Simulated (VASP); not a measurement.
# AlRu (Pm-3m) in VASP: further runs

The runs below take AlRu through single point, with r2SCAN.

All numbers are computed with VASP 6.6.1; they aren't measurements. Logs are shortened: lines on timing, memory, paths and dates and some standing lists are left out, and cuts for length are marked.

### Step 1. The cell of the first run

Symmetry: Pm-3m, No. 221, cubic system. Conventional cell: a = 2.923 Å, b = 2.923 Å, c = 2.923 Å, α = 90.00°, β = 90.00°, γ = 90.00°. Al (site symmetry m-3m) has 8 Ru at 2.53 Å and 6 Al at 2.92 Å within 3.3 Å. Ru (site symmetry m-3m) has 8 Al at 2.53 Å and 6 Ru at 2.92 Å within 3.3 Å.

### Step 2. Single point, r2SCAN

Input file POSCAR:

```
AlRu
1.0
    2.9227380000      0.0000000000      0.0000000000
    0.0000000000      2.9227380000      0.0000000000
    0.0000000000      0.0000000000      2.9227380000
Al Ru
1 1
Direct
    0.0000000000      0.0000000000      0.0000000000
    0.5000000000      0.5000000000      0.5000000000
```

Input file INCAR.step1:

```
SYSTEM = AlRu
PREC     = Accurate       ! precision mode
ENCUT    = 520            ! plane-wave cutoff, eV
ISMEAR   = -1             ! smearing method
SIGMA    = 0.1            ! smearing width, eV
LREAL    = .False.        ! projectors in reciprocal space
LASPH    = .True.         ! aspherical terms in the spheres
NELM     = 80             ! most SCF steps
NBANDS   = 16             ! bands
GGA      = PE             ! functional
ALGO     = Normal         ! electronic algorithm
EDIFF    = 1E-4           ! SCF threshold, eV
LWAVE    = .True.         ! write WAVECAR
LCHARG   = .False.        ! write CHGCAR
```

Input file INCAR.step2:

```
SYSTEM = AlRu
PREC     = Accurate       ! precision mode
ENCUT    = 520            ! plane-wave cutoff, eV
EDIFF    = 1E-7           ! SCF threshold, eV
ISMEAR   = -1             ! smearing method
SIGMA    = 0.1            ! smearing width, eV
LREAL    = .False.        ! projectors in reciprocal space
LASPH    = .True.         ! aspherical terms in the spheres
NELM     = 80             ! most SCF steps
ALGO     = Normal         ! electronic algorithm
ISIF     = 2              ! what is computed and relaxed
LWAVE    = .False.        ! write WAVECAR
LCHARG   = .False.        ! write CHGCAR
METAGGA  = R2SCAN         ! meta-GGA
LMIXTAU  = .True.       
NBANDS   = 16             ! bands
ISTART   = 1
```

Input file KPOINTS:

```
Automatic mesh
0
Gamma
  11 11 11
  0 0 0
```

Potentials or basis: VASP PAW PBE potentials, release 64 (Al, Ru_pv).

On the command line:

```sh
cat potpaw_PBE.64/Al/POTCAR potpaw_PBE.64/Ru_pv/POTCAR > POTCAR
cp INCAR.step1 INCAR
mpirun -np 1 vasp_std > vasp.out
cp INCAR.step2 INCAR
mpirun -np 1 vasp_std > vasp.out
```

OUTCAR:

```text
SYSTEM = AlRu
   PREC = Accurate
   ENCUT = 520
   EDIFF = 1E-7
   ISMEAR = -1
   LREAL = .False.
   LASPH = .True.
   NELM = 80
   ISIF = 2
   METAGGA = R2SCAN
   ISTART = 1

 ion  position               nearest neighbor table
   1  0.000  0.000  0.000-   2 2.53   2 2.53   2 2.53   2 2.53   2 2.53   2 2.53   2 2.53   2 2.53

   2  0.500  0.500  0.500-   1 2.53   1 2.53   1 2.53   1 2.53   1 2.53   1 2.53   1 2.53   1 2.53

  LATTYP: Found a simple cubic cell.
 ALAT       =     2.9227380000

  Lattice vectors:

 A1 = (   2.9227380000,   0.0000000000,   0.0000000000)
 A2 = (   0.0000000000,   2.9227380000,   0.0000000000)
 A3 = (   0.0000000000,   0.0000000000,   2.9227380000)

Analysis of symmetry for initial positions (statically):
=====================================================================
 Subroutine PRICEL returns:
 Original cell was already a primitive cell.

 Routine SETGRP: Setting up the symmetry group for a
 simple cubic supercell.

 Subroutine GETGRP returns: Found 48 space group operations
 (whereof 48 operations were pure point group operations)
 out of a pool of 48 trial point group operations.

The static configuration has the point symmetry O_h .

Analysis of symmetry for dynamics (positions and initial velocities):
=====================================================================
 Subroutine PRICEL returns:
 Original cell was already a primitive cell.

 Routine SETGRP: Setting up the symmetry group for a
 simple cubic supercell.

 Subroutine GETGRP returns: Found 48 space group operations
 (whereof 48 operations were pure point group operations)
 out of a pool of 48 trial point group operations.

The dynamic configuration has the point symmetry O_h .

 Subroutine INISYM returns: Found 48 space group operations
 (whereof 48 operations are pure point group operations),
 and found     1 'primitive' translations

----------------------------------------------------------------------------------------

                                     Primitive cell

  volume of cell :      24.9672

  direct lattice vectors                    reciprocal lattice vectors
     2.922738000  0.000000000  0.000000000     0.342144934  0.000000000  0.000000000
     0.000000000  2.922738000  0.000000000     0.000000000  0.342144934  0.000000000
[... 76 lines left out ...]
   PREC   = accura    normal or accurate (medium, high low for compatibility)
   ISTART =      1    job   : 0-new  1-cont  2-samecut
   ICHARG =      0    charge: 1-file 2-atom 10-const
   ISPIN  =      1    spin polarized calculation?
   LNONCOLLINEAR =      F non collinear calculations
   LSORBIT =      F    spin-orbit coupling
   LASPH  =      T    aspherical Exc in radial PAW
   ENCUT  =  520.0 eV  38.22 Ry    6.18 a.u.   5.43  5.43  5.43*2*pi/ulx,y,z
   NELM   =     80;   NELMIN=  2; NELMDL=  0     # of ELM steps
   EDIFF  = 0.1E-06   stopping-criterion for ELM
   LREAL  =      F    real-space projection
   EDIFFG = 0.1E-05   stopping-criterion for IOM
   NSW    =      0    number of steps for IOM
   IBRION =     -1    ionic relax: 0-MD 1-quasi-New 2-CG
   NFREE  =      0    steps in history (QN), initial steepest desc. (CG)
   ISIF   =      2    stress and relaxation
   ISYM   =      2    0-nonsym 1-usesym 2-fastsym
   POTIM  = 0.5000    time-step for ionic-motion
   TEBEG  =    0.0;   TEEND  =   0.0 temperature during run
   PSTRESS=    0.0 pullay stress
   NELECT =      17.0000    total number of electrons
   NUPDOWN=      -1.0000    fix difference up-down
   EMIN   =  10.00;   EMAX   =-10.00  energy-range for DOS
   EFERMI =   0.00;   METHOD = LEGACY
   ISMEAR =    -1;   SIGMA  =   0.10  broadening in eV -4-tet -1-fermi 0-gaus
   EFERMI_NEDOS =   21; number of points for ismear=-14 and -15
   IALGO  =     38    algorithm
   IMIX   =      4    mixing-type and parameters
     AMIX     =   0.40;   BMIX     =  1.00
     AMIX_MAG =   1.60;   BMIX_MAG =  1.00
  volume/ion in A,a.u.               =      12.48        84.24
  Fermi-wavevector in a.u.,A,eV,Ry     =   1.440239  2.721657 28.222409  2.074289
  Thomas-Fermi vector in A             =   2.559005
   LORBIT       =      0    0 simple, 1 ext, 2 COOP (PROOUT), +10 PAW based schemes
   METAGGA = R2SCAN    functional components
   LHFCALC =     F    Hartree Fock is set to
   AEXX    =    0.0000 exact exchange contribution
   IVDW    =     0    specifies the selected vdW correction
   LEPSILON=     F    determine dielectric tensor
   LRPA    =     F    only Hartree local field effects (RPA)
 non-spin polarized calculation
  energy-cutoff  :      520.00
  volume of cell :       24.97
 maximum number of plane-waves:       691
 NGX is ok and might be reduce to    24
   NGX = 11   NGY = 11   NGZ = 11

 number of electron      17.0000003 magnetization

 Free energy of the ion-electron system (eV)
  ---------------------------------------------------
  ext. energy  EPLUGINS =         0.00000000
  ---------------------------------------------------
  free energy    TOTEN  =       -33.55370267 eV

  energy without entropy =      -33.50663039  energy(sigma->0) =      -33.53016653

 E-fermi :  11.5971     XC(G=0): -14.0114

 val. band max:       11.5528922231   @ k =   0.0909   0.0000   0.0000
 cond. band min:      11.6023706856   @ k =   0.3636   0.3636   0.3636
 fundamental gap:      0.0494784625
 Fermi energy:        11.5970604904

 k-point     1 :       0.0000    0.0000    0.0000
  band No.  band energies     occupation
      1     -31.5114      2.00000
      2     -31.5114      2.00000
      3     -31.5114      2.00000
      4       0.9915      2.00000
      5       7.4839      2.00000
      6       7.4839      2.00000
[... 433 lines left out ...]
      3     -31.5169      2.00000
      4       2.8170      2.00000
      5       7.7424      2.00000
      6       8.1239      2.00000
[... 8 lines left out ...]
     15      26.7807      0.00000
     16      28.1649      0.00000

 [... further k-points ...]
[... 5 lines left out ...]
  --------------------------------------------------------------------------------------
  -------------------------------------------------------------------------------------
  Total        2.4646770      2.4646770      2.4646770      0.0000000      0.0000000      0.0000000
  in kB      158.1615595    158.1615595    158.1615595      0.0000000      0.0000000      0.0000000
  external PRESSURE =     158.1615595 kB  Pullay stress =       0.0000000 kB

 VOLUME and BASIS-vectors are now :
 -----------------------------------------------------------------------------
  energy-cutoff  :      520.00
  volume of cell :       24.97
      direct lattice vectors                 reciprocal lattice vectors
     2.922738000  0.000000000  0.000000000     0.342144934  0.000000000  0.000000000
     0.000000000  2.922738000  0.000000000     0.000000000  0.342144934  0.000000000
     0.000000000  0.000000000  2.922738000     0.000000000  0.000000000  0.342144934

 POSITION                                       TOTAL-FORCE (eV/Angst)
 -----------------------------------------------------------------------------------
      0.00000      0.00000      0.00000         0.000000      0.000000      0.000000
      1.46137      1.46137      1.46137         0.000000      0.000000      0.000000
 -----------------------------------------------------------------------------------
    total drift:                                0.000000     -0.000000     -0.000000

  FREE ENERGIE OF THE ION-ELECTRON SYSTEM (eV)
  ---------------------------------------------------
  free  energy   TOTEN  =       -33.5537026698 eV

  energy  without entropy=      -33.5066303854  energy(sigma->0) =      -33.53016653
```

OUTCAR.step1:

```text
SYSTEM = AlRu
   PREC = Accurate
   ENCUT = 520
   ISMEAR = -1
   LREAL = .False.
   LASPH = .True.
[... 678 lines left out ...]
      0.00000      0.00000      0.00000         0.000000      0.000000      0.000000
      1.46137      1.46137      1.46137         0.000000      0.000000      0.000000
 -----------------------------------------------------------------------------------
    total drift:                                0.000000     -0.000000     -0.000000

  FREE ENERGIE OF THE ION-ELECTRON SYSTEM (eV)
  ---------------------------------------------------
  free  energy   TOTEN  =       -14.1515116323 eV

  energy  without entropy=      -14.1017054961  energy(sigma->0) =      -14.12660856
```

It took 49 s on 1 thread of Intel Xeon Platinum 8259CL at 2.50GHz (Skylake/Cascade Lake), shared host; peak memory 0.15 GiB.

What came out:

- Free energy: -33.5537 eV
- Pressure: 15.8 GPa

Levels at points of the mesh, in eV from the Fermi level:
```
           k point  band 5  band 6  band 7  band 8  band 9  band 10  band 11  band 12  band 13  band 14
(0.00, 0.00, 0.00)   -4.11   -4.11    0.18    0.18    0.18     6.87     6.87     6.87    10.43    11.90
```

Caveat: the PAW data sets were made with another functional, which shifts forces and pressure a little.

### Step 3. Single point, r2SCAN

This run uses another cell than the first one, of 12.75 Å³/atom, 1.021 times its volume.

Input file POSCAR:

```
AlRu
1.0
    2.9433213400      0.0000000000      0.0000000000
    0.0000000000      2.9433213400      0.0000000000
    0.0000000000      0.0000000000      2.9433213400
Al Ru
1 1
Direct
    0.0000000000      0.0000000000      0.0000000000
    0.5000000000      0.5000000000      0.5000000000
```

Input file INCAR.step1:

```
SYSTEM = AlRu
PREC = Accurate
ENCUT = 520
ISMEAR = -1
SIGMA = 0.1
LREAL = .FALSE.
LASPH = .TRUE.
NELM = 60
NBANDS = 16
GGA = PE
ALGO = Normal
EDIFF = 1E-4
LWAVE = .TRUE.
LCHARG = .FALSE.
```

Input file INCAR.step2:

```
SYSTEM = AlRu
PREC = Accurate
ENCUT = 520
EDIFF = 1E-6
ISMEAR = -1
SIGMA = 0.1
LREAL = .FALSE.
LASPH = .TRUE.
NELM = 60
ALGO = Normal
ISIF = 2
LWAVE = .FALSE.
LCHARG = .TRUE.
METAGGA = R2SCAN
LMIXTAU = .TRUE.
LELF = .TRUE.
LVHAR = .TRUE.
NBANDS = 16
ISTART = 1
```

Input file KPOINTS:

```
Automatic mesh
0
G
  11 11 11
  0 0 0
```

Potentials or basis: VASP PAW PBE potentials, release 64 (Al, Ru_pv).

On the command line:

```sh
cat potpaw_PBE.64/Al/POTCAR potpaw_PBE.64/Ru_pv/POTCAR > POTCAR
cp INCAR.step1 INCAR
mpirun -np 1 vasp_std > vasp.out
cp INCAR.step2 INCAR
mpirun -np 1 vasp_std > vasp.out
```

Run time: 44 s. Hardware: 1 thread of Intel Xeon Platinum 8259CL at 2.50GHz (Skylake/Cascade Lake), shared host; peak memory 0.16 GiB.

The run converged. Its results:

```yaml
Free_energy: -33.5966 eV
Pressure: 10.0 GPa
```

Levels at points of the mesh, in eV from the Fermi level:
| k point | band 7 | band 8 | band 9 | band 10 | band 11 | band 12 |
| --- | --- | --- | --- | --- | --- | --- |
| (0.00, 0.00, 0.00) | 0.17 | 0.17 | 0.17 | 6.76 | 6.76 | 6.76 |

Caveat: the PAW data sets were made with another functional, which shifts forces and pressure a little.

### Step 4. Single point, r2SCAN

This run uses another cell than the first one, of 13.01 Å³/atom, 1.043 times its volume.

Input file POSCAR:

```
AlRu
1.0
    2.9636207500      0.0000000000      0.0000000000
    0.0000000000      2.9636207500      0.0000000000
    0.0000000000      0.0000000000      2.9636207500
Al Ru
1 1
Direct
    0.0000000000      0.0000000000      0.0000000000
    0.5000000000      0.5000000000      0.5000000000
```

Input file INCAR.step1:

```
SYSTEM = AlRu
PREC     = Accurate       ! precision mode
ENCUT    = 520            ! plane-wave cutoff, eV
ISMEAR   = -1             ! smearing method
SIGMA    = 0.1            ! smearing width, eV
LREAL    = .False.        ! projectors in reciprocal space
LASPH    = .True.         ! aspherical terms in the spheres
NELM     = 60             ! most SCF steps
NBANDS   = 16             ! bands
GGA      = PE             ! functional
ALGO     = Normal         ! electronic algorithm
EDIFF    = 1E-4           ! SCF threshold, eV
LWAVE    = .True.         ! write WAVECAR
LCHARG   = .False.        ! write CHGCAR
```

Input file INCAR.step2:

```
SYSTEM = AlRu
PREC     = Accurate       ! precision mode
ENCUT    = 520            ! plane-wave cutoff, eV
EDIFF    = 1E-6           ! SCF threshold, eV
ISMEAR   = -1             ! smearing method
SIGMA    = 0.1            ! smearing width, eV
LREAL    = .False.        ! projectors in reciprocal space
LASPH    = .True.         ! aspherical terms in the spheres
NELM     = 60             ! most SCF steps
ALGO     = Normal         ! electronic algorithm
ISIF     = 2              ! what is computed and relaxed
LWAVE    = .False.        ! write WAVECAR
LCHARG   = .True.         ! write CHGCAR
METAGGA  = R2SCAN         ! meta-GGA
LMIXTAU  = .True.       
LELF     = .True.         ! ELF
LVHAR    = .True.       
NBANDS   = 16             ! bands
ISTART   = 1
```

Input file KPOINTS:

```
Automatic mesh
0
Gamma
  11 11 11
  0 0 0
```

On the command line:

```sh
cat potpaw_PBE.64/Al/POTCAR potpaw_PBE.64/Ru_pv/POTCAR > POTCAR
cp INCAR.step1 INCAR
mpirun -np 1 vasp_std > vasp.out
cp INCAR.step2 INCAR
mpirun -np 1 vasp_std > vasp.out
```

It took 44 s on 1 thread of Intel Xeon Platinum 8259CL at 2.50GHz (Skylake/Cascade Lake), shared host; peak memory 0.16 GiB.

It converged, with:

```yaml
Free_energy: -33.6213 eV
Pressure: 4.8 GPa
```

Levels at points of the mesh, in eV from the Fermi level:
| k point | band 5 | band 6 | band 7 | band 8 | band 9 | band 10 | band 11 | band 12 | band 13 | band 14 |
| --- | --- | --- | --- | --- | --- | --- | --- | --- | --- | --- |
| (0.00, 0.00, 0.00) | -3.86 | -3.86 | 0.16 | 0.16 | 0.16 | 6.65 | 6.65 | 6.65 | 10.38 | 11.63 |

Caveat: the PAW data sets were made with another functional, which shifts forces and pressure a little.

### Step 5. The runs side by side

```tsv
cell	gap on the mesh (eV)	pressure (GPa)
a = 2.923 Å, 2 atoms	none	15.8
a = 2.943 Å, 2 atoms	none	10.0
a = 2.964 Å, 2 atoms	none	4.8
```

Alike in all rows: task single point; level r2SCAN; potentials or basis VASP PAW PBE potentials, release 64 (Al, Ru_pv); no spin polarisation; k mesh 11 × 11 × 11; cutoff (eV) 520; smearing fermi-dirac 0.1 eV.

Caveats: the PAW data sets were made with another functional, which shifts forces and pressure a little.

Total energies depend on the potentials used, so only differences within one code and one set of settings carry meaning.
